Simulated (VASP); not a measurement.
# MoAs3 (Pm-3m) in VASP: a series of runs

The runs below take MoAs3 through single point, relaxation of cell and atoms, with PBE.

Program: VASP 6.6.1. These are calculated values, not measurements. Logs are shortened: lines on timing, memory, paths and dates and some standing lists are left out, and cuts for length are marked.

### Step 1. The cell of the first run

The structure is cubic, space group Pm-3m (No. 221). Conventional cell: a = 4.126 Å, b = 4.126 Å, c = 4.126 Å, α = 90.00°, β = 90.00°, γ = 90.00°. Within 3.8 Å of Mo (site symmetry m-3m) lie 12 As at 2.92 Å. Within 3.8 Å of As (site symmetry 4/mmm) lie 4 Mo at 2.92 Å and 8 As at 2.92 Å.

### Step 2. Single point, PBE

INCAR

```
PREC = Accurate
ENCUT = 520
EDIFF = 1E-7
ISMEAR = 0
SIGMA = 0.1
LREAL = F
LASPH = T
NELM = 60
ALGO = Normal
ISIF = 2
LWAVE = F
LCHARG = F
GGA = PE
NBANDS = 22
```

KPOINTS

```
regular mesh
0
Gamma
  4 4 4
```

POSCAR

```
MoAs3
1.0
    4.1260381797      0.0000000000      0.0000000000
    0.0000000000      4.1260381797      0.0000000000
    0.0000000000      0.0000000000      4.1260381797
Mo As
1 3
Direct
    0.0000000000      0.0000000000      0.0000000000
    0.0000000000      0.5000000000      0.5000000000
    0.5000000000      0.0000000000      0.5000000000
    0.5000000000      0.5000000000      0.0000000000
```

Potentials or basis: VASP PAW PBE potentials, release 64 (Mo_sv, As).

Started as:

```
cat potpaw_PBE.64/Mo_sv/POTCAR potpaw_PBE.64/As/POTCAR > POTCAR
mpirun -np 1 vasp_std > vasp.out
```

OUTCAR:

```text
PREC = Accurate
   ENCUT = 520
   EDIFF = 1E-7
   ISMEAR = 0
   LREAL = F
   LASPH = T
   NELM = 60
   ISIF = 2
   GGA = PE

 ion  position               nearest neighbor table
   1  0.000  0.000  0.000-   2 2.92   3 2.92   4 2.92   2 2.92   3 2.92   2 2.92   4 2.92   2 2.92
                             3 2.92   4 2.92   3 2.92   4 2.92
   2  0.000  0.500  0.500-   1 2.92   3 2.92   4 2.92   1 2.92   4 2.92   1 2.92   3 2.92   1 2.92
                             3 2.92   4 2.92   4 2.92   3 2.92
   3  0.500  0.000  0.500-   1 2.92   2 2.92   4 2.92   1 2.92   4 2.92   2 2.92   4 2.92   4 2.92
                             1 2.92   2 2.92   1 2.92   2 2.92
   4  0.500  0.500  0.000-   1 2.92   2 2.92   3 2.92   2 2.92   3 2.92   1 2.92   3 2.92   3 2.92
                             1 2.92   2 2.92   2 2.92   1 2.92

  LATTYP: Found a simple cubic cell.
 ALAT       =     4.1260381797

  Lattice vectors:

 A1 = (   4.1260381797,   0.0000000000,   0.0000000000)
 A2 = (   0.0000000000,   4.1260381797,   0.0000000000)
 A3 = (   0.0000000000,   0.0000000000,   4.1260381797)

Analysis of symmetry for initial positions (statically):
=====================================================================
 Subroutine PRICEL returns:
 Original cell was already a primitive cell.

 Routine SETGRP: Setting up the symmetry group for a
 simple cubic supercell.

 Subroutine GETGRP returns: Found 48 space group operations
 (whereof 48 operations were pure point group operations)
 out of a pool of 48 trial point group operations.

The static configuration has the point symmetry O_h .

Analysis of symmetry for dynamics (positions and initial velocities):
=====================================================================
 Subroutine PRICEL returns:
 Original cell was already a primitive cell.

 Routine SETGRP: Setting up the symmetry group for a
 simple cubic supercell.

 Subroutine GETGRP returns: Found 48 space group operations
 (whereof 48 operations were pure point group operations)
 out of a pool of 48 trial point group operations.

The dynamic configuration has the point symmetry O_h .

 Subroutine INISYM returns: Found 48 space group operations
 (whereof 48 operations are pure point group operations),
 and found     1 'primitive' translations

----------------------------------------------------------------------------------------

                                     Primitive cell

  volume of cell :      70.2425

  direct lattice vectors                    reciprocal lattice vectors
[... 78 lines left out ...]
   EDIFFG = 0.1E-05   stopping-criterion for IOM
   NSW    =      0    number of steps for IOM
   IBRION =     -1    ionic relax: 0-MD 1-quasi-New 2-CG
   NFREE  =      0    steps in history (QN), initial steepest desc. (CG)
   ISIF   =      2    stress and relaxation
   ISYM   =      2    0-nonsym 1-usesym 2-fastsym
   POTIM  = 0.5000    time-step for ionic-motion
   TEBEG  =    0.0;   TEEND  =   0.0 temperature during run
   PSTRESS=    0.0 pullay stress
   NELECT =      29.0000    total number of electrons
   NUPDOWN=      -1.0000    fix difference up-down
   EMIN   =  10.00;   EMAX   =-10.00  energy-range for DOS
   EFERMI =   0.00;   METHOD = LEGACY
   ISMEAR =     0;   SIGMA  =   0.10  broadening in eV -4-tet -1-fermi 0-gaus
   EFERMI_NEDOS =   21; number of points for ismear=-14 and -15
   IALGO  =     38    algorithm
   IMIX   =      4    mixing-type and parameters
     AMIX     =   0.40;   BMIX     =  1.00
     AMIX_MAG =   1.60;   BMIX_MAG =  1.00
  volume/ion in A,a.u.               =      17.56       118.50
  Fermi-wavevector in a.u.,A,eV,Ry     =   1.219011  2.303597 20.218088  1.485988
  Thomas-Fermi vector in A             =   2.354278
   LORBIT       =      0    0 simple, 1 ext, 2 COOP (PROOUT), +10 PAW based schemes
   GGA     = PE    functional components
   LHFCALC =     F    Hartree Fock is set to
   AEXX    =    0.0000 exact exchange contribution
   IVDW    =     0    specifies the selected vdW correction
   LEPSILON=     F    determine dielectric tensor
   LRPA    =     F    only Hartree local field effects (RPA)
 non-spin polarized calculation
 Gauss-broadening in eV      SIGMA  =   0.10
  energy-cutoff  :      520.00
  volume of cell :       70.24
 maximum number of plane-waves:      1924
 NGX is ok and might be reduce to    32
   NGX = 15   NGY = 15   NGZ = 15

 number of electron      28.9999991 magnetization

 Free energy of the ion-electron system (eV)
  ---------------------------------------------------
  ext. energy  EPLUGINS =         0.00000000
  ---------------------------------------------------
  free energy    TOTEN  =       -22.42637221 eV

  energy without entropy =      -22.38847201  energy(sigma->0) =      -22.40742211

 E-fermi :   8.3231     XC(G=0): -11.5133

 val. band max:        8.2606394930   @ k =   0.2500   0.2500   0.2500
 cond. band min:       8.3480007839   @ k =   0.5000   0.5000   0.2500
 fundamental gap:      0.0873612909
 Fermi energy:         8.3230681137

 k-point     1 :       0.0000    0.0000    0.0000
  band No.  band energies     occupation
      1     -52.6077      2.00000
      2     -26.7108      2.00000
      3     -26.7108      2.00000
      4     -26.7108      2.00000
      5      -6.5709      2.00000
      6      -0.6236      2.00000
[... 239 lines left out ...]
     21      12.9374      0.00000
     22      12.9374      0.00000

------------------------ aborting loop because EDIFF is reached ----------------------------------------

  FORCE on cell =-STRESS in cart. coord.  units (eV):
  Direction    XX          YY          ZZ          XY          YZ          ZX
  --------------------------------------------------------------------------------------
  -------------------------------------------------------------------------------------
  Total        0.1560388      0.1560388      0.1560388      0.0000000      0.0000000     -0.0000000
  in kB        3.5591258      3.5591258      3.5591258      0.0000000      0.0000000     -0.0000000
  external PRESSURE =       3.5591258 kB  Pullay stress =       0.0000000 kB

 VOLUME and BASIS-vectors are now :
 -----------------------------------------------------------------------------
  energy-cutoff  :      520.00
  volume of cell :       70.24
      direct lattice vectors                 reciprocal lattice vectors
     4.126038180  0.000000000  0.000000000     0.242363244  0.000000000  0.000000000
     0.000000000  4.126038180  0.000000000     0.000000000  0.242363244  0.000000000
     0.000000000  0.000000000  4.126038180     0.000000000  0.000000000  0.242363244

 POSITION                                       TOTAL-FORCE (eV/Angst)
 -----------------------------------------------------------------------------------
      0.00000      0.00000      0.00000         0.000000      0.000000      0.000000
      0.00000      2.06302      2.06302         0.000000      0.000000      0.000000
      2.06302      0.00000      2.06302         0.000000      0.000000      0.000000
      2.06302      2.06302      0.00000         0.000000      0.000000      0.000000
 -----------------------------------------------------------------------------------
    total drift:                                0.000000      0.000000     -0.000000

  FREE ENERGIE OF THE ION-ELECTRON SYSTEM (eV)
  ---------------------------------------------------
  free  energy   TOTEN  =       -22.4263722142 eV

  energy  without entropy=      -22.3884720097  energy(sigma->0) =      -22.40742211
```

stdout:

```text
POSCAR found type information on POSCAR MoAs
 POSCAR found :  2 types and       4 ions
 scaLAPACK will be used
 LDA part: xc-table for (Slater+PW92), standard interpolation
 POSCAR, INCAR and KPOINTS ok, starting setup
 FFT: planning ... GRIDC
 FFT: planning ... GRID_SOFT
 FFT: planning ... GRID
 WAVECAR not read
 entering main loop
```

It took 30 s on 1 thread of Intel Xeon 8259CL, shared host; peak memory 0.18 GiB.

What came out:

```
Free energy            : -22.4264 eV
Pressure               : 0.4 GPa
Band gap on the k mesh : zero (an odd number of electrons rules out a gap without spin polarisation)
```

Levels at points of the mesh, in eV from the Fermi level:
| k point | band 13 | band 14 | band 15 | band 16 | band 17 | band 18 |
| --- | --- | --- | --- | --- | --- | --- |
| (0.00, 0.00, 0.00) | -0.81 | -0.35 | -0.35 | 0.54 | 0.54 | 0.54 |
| (0.50, 0.00, 0.00) | -1.94 | -0.87 | -0.65 | 0.24 | 0.74 | 0.74 |
| (0.50, 0.50, 0.00) | -1.20 | -1.20 | -0.27 | -0.08 | 0.62 | 3.41 |
| (0.50, 0.50, 0.50) | 0.14 | 0.14 | 0.72 | 0.72 | 0.72 | 4.48 |

Caveat: the k points lie up to 0.38 Å⁻¹ apart, too coarse for converged energies and pressures of a metal.

### Step 3. Single point, PBE

This run uses another cell than the first one, of 18.84 Å³/atom.

INCAR

```
PREC     = Accurate       # precision mode
ENCUT    = 520            # plane-wave cutoff, eV
EDIFF    = 1E-6           # SCF threshold, eV
ISMEAR   = 0              # smearing method
SIGMA    = 0.1            # smearing width, eV
LREAL    = False          # projectors in reciprocal space
LASPH    = True           # aspherical terms in the spheres
NELM     = 60             # most SCF steps
ALGO     = Normal         # electronic algorithm
ISIF     = 2              # what is computed and relaxed
LWAVE    = False          # write WAVECAR
LCHARG   = True           # write CHGCAR
GGA      = PE             # functional
LELF     = True           # ELF
LVHAR    = True         
NBANDS   = 22             # bands
```

KPOINTS is that of step 2.

POSCAR

```
MoAs3
1.0
    4.2242452251      0.0000000000      0.0000000000
    0.0000000000      4.2242452251      0.0000000000
    0.0000000000      0.0000000000      4.2242452251
Mo As
1 3
Direct
    0.0000000000      0.0000000000      0.0000000000
    0.0000000000      0.5000000000      0.5000000000
    0.5000000000      0.0000000000      0.5000000000
    0.5000000000      0.5000000000      0.0000000000
```

Potentials or basis: VASP PAW PBE potentials, release 64 (Mo_sv, As).

Started as:

```
cat potpaw_PBE.64/Mo_sv/POTCAR potpaw_PBE.64/As/POTCAR > POTCAR
mpirun -np 1 vasp_std > vasp.out
```

Run time: 32 s. Hardware: 1 thread of Intel Xeon 8259CL, shared host; peak memory 0.18 GiB.

It converged, with:

```
Free energy            : -22.3205 eV
Pressure               : -6.5 GPa
Band gap on the k mesh : zero (an odd number of electrons rules out a gap without spin polarisation)
```

Levels at points of the mesh, in eV from the Fermi level:
```tsv
k point	band 12	band 13	band 14	band 15	band 16	band 17	band 18	band 19
(0.00, 0.00, 0.00)	-0.68	-0.68	-0.38	-0.38	0.54	0.54	0.54	0.80
(0.50, 0.00, 0.00)	-1.76	-1.76	-0.74	-0.54	0.19	0.71	0.71	3.49
(0.50, 0.50, 0.00)	-1.59	-1.20	-1.20	-0.24	-0.05	0.51	3.11	3.11
(0.50, 0.50, 0.50)	0.14	0.15	0.15	0.59	0.59	0.59	4.13	4.13
```

Caveat: the k points lie up to 0.37 Å⁻¹ apart, too coarse for converged energies and pressures of a metal.

### Step 4. Relaxation of cell and atoms, PBE

This run uses another cell than the first one, of 18.84 Å³/atom.

INCAR

```
ALGO     = Normal         # electronic algorithm
EDIFF    = 1E-7           # SCF threshold, eV
EDIFFG   = -0.04          # ionic threshold
ENCUT    = 600            # plane-wave cutoff, eV
GGA      = PE             # functional
IBRION   = 2              # ionic algorithm
ISIF     = 3              # what is computed and relaxed
ISMEAR   = 0              # smearing method
LASPH    = T              # aspherical terms in the spheres
LCHARG   = F              # write CHGCAR
LREAL    = F              # projectors in reciprocal space
LWAVE    = F              # write WAVECAR
NELM     = 60             # most SCF steps
NSW      = 90             # ionic steps
PREC     = Accurate       # precision mode
SIGMA    = 0.1            # smearing width, eV
```

KPOINTS

```
k-points
0
Gamma
  4 4 4
```

POSCAR is that of step 3.

Started as:

```
cat potpaw_PBE.64/Mo_sv/POTCAR potpaw_PBE.64/As/POTCAR > POTCAR
mpirun -np 1 vasp_std > vasp.out
```

Run time: 1.7 min. Hardware: 1 thread of Intel Xeon 8259CL, shared host; peak memory 0.22 GiB.

Results (log left out):

```yaml
Free_energy: -22.4278 eV
Relaxed_volume: 17.62 Å³/atom
Relaxed_cell: a = 4.130 Å, b = 4.130 Å, c = 4.130 Å, α = 90.00°, β = 90.00°, γ = 90.00°
Space_group_after_relaxing_to_0.1_Å: Pm-3m (No. 221)
Energy_gained_by_relaxing: 26.9 meV/atom
Ionic_steps: 3
Pressure_after_relaxing: 0.0 GPa
Band_gap_on_the_k_mesh: zero (an odd number of electrons rules out a gap without spin polarisation)
```

The path:
```csv
step,energy change (eV),largest force (eV/Å),pressure (GPa),volume (Å³)
1,0.0000,0.0000,-6.54,75.38
2,-0.0531,0.0000,5.75,67.30
3,-0.1074,0.0000,-0.02,70.47
```

Final structure:
```
Mo As
1.0
     4.13040    0.00000    0.00000
     0.00000    4.13040    0.00000
     0.00000    0.00000    4.13040
Mo As
1 3
Direct
  0.00000 0.00000 0.00000
  0.00000 0.50000 0.50000
  0.50000 0.00000 0.50000
  0.50000 0.50000 0.00000
```

Levels at points of the mesh, in eV from the Fermi level:
| k point | band 13 | band 14 | band 15 | band 16 | band 17 | band 18 |
| --- | --- | --- | --- | --- | --- | --- |
| (0.00, 0.00, 0.00) | -0.80 | -0.35 | -0.35 | 0.54 | 0.54 | 0.54 |
| (0.50, 0.00, 0.00) | -1.94 | -0.86 | -0.64 | 0.24 | 0.73 | 0.73 |
| (0.50, 0.50, 0.00) | -1.20 | -1.20 | -0.27 | -0.08 | 0.62 | 3.40 |
| (0.50, 0.50, 0.50) | 0.14 | 0.14 | 0.71 | 0.71 | 0.71 | 4.47 |

Caveat: the k points lie up to 0.38 Å⁻¹ apart in the final cell, too coarse for converged energies and pressures of a metal.

### Step 5. Overview

```tsv
task	cell	cutoff (eV)	gap on the mesh (eV)	pressure (GPa)
single point	a = 4.126 Å, 4 atoms	520	none	0.4
single point	a = 4.224 Å, 4 atoms	520	none	-6.5
relaxation of cell and atoms	relaxed from a = 4.224 Å, 4 atoms	600	none	0.0
```

Alike in all rows: level PBE; potentials or basis VASP PAW PBE potentials, release 64 (Mo_sv, As); no spin polarisation; k mesh 4 × 4 × 4; smearing gaussian 0.1 eV.

Caveats: all runs use coarse meshes.

Absolute energies hang on the potentials; compare differences alone.

The gap in the log of VASP goes by the Fermi energy; the results here count the filled bands.